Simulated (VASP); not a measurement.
Ge, 2 atoms in the cell. Symmetry: Imma, No. 74, orthorhombic system. Conventional cell: a = 4.074 Å, b = 4.074 Å, c = 5.761 Å, α = 90.00°, β = 90.00°, γ = 90.00°. Ge (site symmetry mm2) has 4 Ge at 2.31 to 2.71 Å within 3.1 Å.  This cell differs from its parent crystal: atoms displaced along a vibrational mode.

```yaml
Program: VASP 6.6.1
Task: single point
Functional: PBE
Potentials_or_basis: VASP PAW PBE potentials, release 64 (Ge_d)
Cutoff: 520 eV
k_mesh: 18 × 18 × 18
Occupations: gaussian, width 0.15 eV
Spin: no spin polarisation
Dipole_correction: no
Further_INCAR_settings: ALGO = Normal; EDIFF = 1e-06; NBANDS = 21
```

Potentials or basis: VASP PAW PBE potentials, release 64 (Ge_d).

Run with:

```console
$ cat potpaw_PBE.64/Ge_d/POTCAR > POTCAR
$ mpirun -np 1 vasp_std > vasp.out
```

Hardware: 1 thread of Intel(R) Xeon(R) 6975P-C (Granite Rapids), on a shared host.

Problem. How long does it take, and how much memory?

Solution. It took 5.3 min on 1 thread of Intel(R) Xeon(R) 6975P-C (Granite Rapids), with other jobs on the host, peak memory 0.71 GiB. Counts: scf iterations 12, k points 865.
